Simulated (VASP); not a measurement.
# SiO2: single point with r2SCAN

The system is SiO2.

```
Si O
1.0
     4.18521    0.00000    0.00000
     0.00000    4.18521    0.00000
     0.00000    0.00000    2.66881
Si O
2 4
Direct
  0.00000 0.00000 0.00000
  0.50000 0.50000 0.50000
  0.30610 0.30610 0.00000
  0.19390 0.80610 0.50000
  0.69390 0.69390 0.00000
  0.80610 0.19390 0.50000
```

| Property | Result |
| --- | --- |
| Program | VASP 6.6.1 |
| Task | single point |
| Functional | r2SCAN |
| Potentials or basis | VASP PAW PBE potentials, release 64 (Si, O) |
| Cutoff | 520 eV |
| k mesh | 4 × 4 × 7 |
| Occupations | tetrahedron |
| Spin | no spin polarisation |

- Pressure: 0.4 GPa
- Largest force: 0.021 eV/Å
- Band gap on the k mesh: 6.51 eV

Forces in eV/Å, atoms in the order of the input:
```
Si   0.000  0.000  0.000
Si   0.000  0.000  0.000
O   -0.015 -0.015  0.000
O    0.015 -0.015  0.000
O    0.015  0.015  0.000
O   -0.015  0.015  0.000
```

Stress tensor (GPa, compression positive):
```
0.09 0.00 0.00
0.00 0.09 0.00
0.00 0.00 1.00
```

Levels at points of the mesh, in eV from the valence-band top:
```csv
k point,band 12,band 13,band 14,band 15,band 16,band 17,band 18,band 19,band 20,band 21
"(0.00, 0.00, 0.00)",-3.18,-2.52,-0.88,-0.88,0.00,6.51,7.64,9.47,9.47,12.05
"(0.50, 0.00, 0.00)",-3.93,-2.72,-2.72,-1.08,-1.08,8.70,8.70,10.05,10.05,12.08
"(0.50, 0.50, 0.00)",-3.31,-2.68,-2.68,-2.32,-2.32,8.39,8.39,11.05,11.05,14.33
```

It took 48 s on 1 thread of AMD EPYC 9R45 96-Core Processor (Zen 5), on a shared host, peak memory 0.14 GiB.

Caveat: the PAW data sets were made with another functional, which shifts forces and pressure a little. r2SCAN opens gaps a little over a GGA but as a rule still falls short of measured ones.
